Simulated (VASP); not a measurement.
A run of VASP 6.6.1 is set up as follows.

POSCAR

```
Hf
1.0
   -1.7715706174      1.7715706174      1.7715706174
    1.7715706174     -1.7715706174      1.7715706174
    1.7715706174      1.7715706174     -1.7715706174
Hf
1
Direct
    0.0000000000      0.0000000000      0.0000000000
```

File INCAR.step1:

```
SYSTEM = Hf
PREC = Accurate ; ENCUT = 550
ISMEAR = -1 ; SIGMA = 0.1
LREAL = .FALSE. ; LASPH = .TRUE.
NELM = 120 ; NBANDS = 11
GGA = PE ; ALGO = Normal
EDIFF = 1E-5 ; LWAVE = .TRUE.
LCHARG = .FALSE. ; GGA_COMPAT = .FALSE.
```

The input INCAR.step2:

```
SYSTEM = Hf
PREC = Accurate ; ENCUT = 550
EDIFF = 1E-6 ; ISMEAR = -1
SIGMA = 0.1 ; LREAL = .FALSE.
LASPH = .TRUE. ; NELM = 120
ALGO = Normal ; ISIF = 2
LWAVE = .FALSE. ; LCHARG = .FALSE.
METAGGA = R2SCAN ; LMIXTAU = .TRUE.
NBANDS = 11 ; ISTART = 1
GGA_COMPAT = .FALSE.
```

File KPOINTS:

```
regular mesh
0
G
  10 10 10
  0 0 0
```

Potentials or basis: VASP PAW PBE potentials, release 64 (Hf_pv).

Command:

```sh
$ cat potpaw_PBE.64/Hf_pv/POTCAR > POTCAR
$ cp INCAR.step1 INCAR
$ mpirun -np 1 vasp_std > vasp.out
$ cp INCAR.step2 INCAR
$ mpirun -np 1 vasp_std > vasp.out
```

Task: What does it give for the band gap on the k mesh?

Result: Zero (bands 5 and 6 overlap by 2.56 eV).

Task: What does it give for the pressure?

Result: -0.4 GPa.

Caveat: the PAW data sets were made with another functional, which shifts forces and pressure a little; spin-orbit coupling is left out, which moves the levels of the heavy elements.
